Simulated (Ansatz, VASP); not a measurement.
**InGa3As4 in VASP and in Ansatz**

INCAR

```
SYSTEM = InGa3As4
ALGO     = Normal         ! electronic algorithm
EDIFF    = 1E-6           ! SCF threshold, eV
EDIFFG   = -0.04          ! ionic threshold
ENCUT    = 600            ! plane-wave cutoff, eV
GGA      = PE             ! functional
IBRION   = 2              ! ionic algorithm
ISIF     = 3              ! what is computed and relaxed
ISMEAR   = 0              ! smearing method
LASPH    = .True.         ! aspherical terms in the spheres
LCHARG   = .False.        ! write CHGCAR
LREAL    = .False.        ! projectors in reciprocal space
LWAVE    = .False.        ! write WAVECAR
NELM     = 60             ! most SCF steps
NSW      = 90             ! ionic steps
PREC     = Accurate       ! precision mode
SIGMA    = 0.1            ! smearing width, eV
```

File KPOINTS:

```
k-points
0
Gamma
  4 4 4
  0 0 0
```

The input POSCAR:

```
InGa3As4
1.0
    5.6108227000      0.0000000000      0.0000000000
    0.0000000000      5.6108227000      0.0000000000
    0.0000000000      0.0000000000      5.6108227000
In Ga As
1 3 4
Direct
    0.5000000000      0.5000000000      0.5000000000
    0.5000000000      0.0000000000      0.0000000000
    0.0000000000      0.0000000000      0.5000000000
    0.0000000000      0.5000000000      0.0000000000
    0.2500000000      0.7500000000      0.2500000000
    0.2500000000      0.2500000000      0.7500000000
    0.7500000000      0.7500000000      0.7500000000
    0.7500000000      0.2500000000      0.2500000000
```

Input for Ansatz:

```yaml
crystal:
  lattice:
    - [5.6108227, 0.0, 0.0]
    - [0.0, 5.6108227, 0.0]
    - [0.0, 0.0, 5.6108227]
  atoms:
    - { symbol: In, position: [0.5, 0.5, 0.5] }
    - { symbol: Ga, position: [0.5, 0.0, 0.0] }
    - { symbol: Ga, position: [0.0, 0.0, 0.5] }
    - { symbol: Ga, position: [0.0, 0.5, 0.0] }
    - { symbol: As, position: [0.25, 0.75, 0.25] }
    - { symbol: As, position: [0.25, 0.25, 0.75] }
    - { symbol: As, position: [0.75, 0.75, 0.75] }
    - { symbol: As, position: [0.75, 0.25, 0.25] }
basis:
  ecutwfc: 420
kpoints:
  mp_grid: { grid: [4, 4, 4] }
hamiltonian:
  xc: pbe
scf:
  occupations: { method: gaussian, width: 0.1 }
  lower_state_search: "off"
output:
  forces: true
  stress: true
  eigenvalues: true
relax:
  adjacent_minimum: "off"
  f_tol: 0.04
  max_steps: 70
  cell: { stress_tol: 0.4 }
```

Alike in both runs: task relaxation of cell and atoms; functional PBE; k mesh 4 × 4 × 4; occupations gaussian, width 0.1 eV; no spin polarisation.

|  | VASP | Ansatz |
| --- | --- | --- |
| version | VASP 6.6.1 | Ansatz 0.2.0 |
| potentials or method | VASP PAW PBE potentials, release 64 (In_d, Ga_d, As), cutoff 600 eV | scalar-relativistic, plane waves, PAW |
| valence electrons in the cell | 72 | 112 |

```tsv
	VASP	Ansatz	Ansatz less VASP
gap on the k mesh at the Fermi level, each at its own relaxed structure (eV)	none	none	-
relaxed volume (Å³/atom)	25.26	25.29	+0.026
relaxed length of the cell vector where the two differ most in proportion (Å)	5.868	5.870	+0.0021
```

A gap of «none» marks a metal or a gap that the smearing closes. VASP's potentials hold 72 valence electrons a cell and Ansatz's 112, so a difference there can come from the potentials and not from the codes.
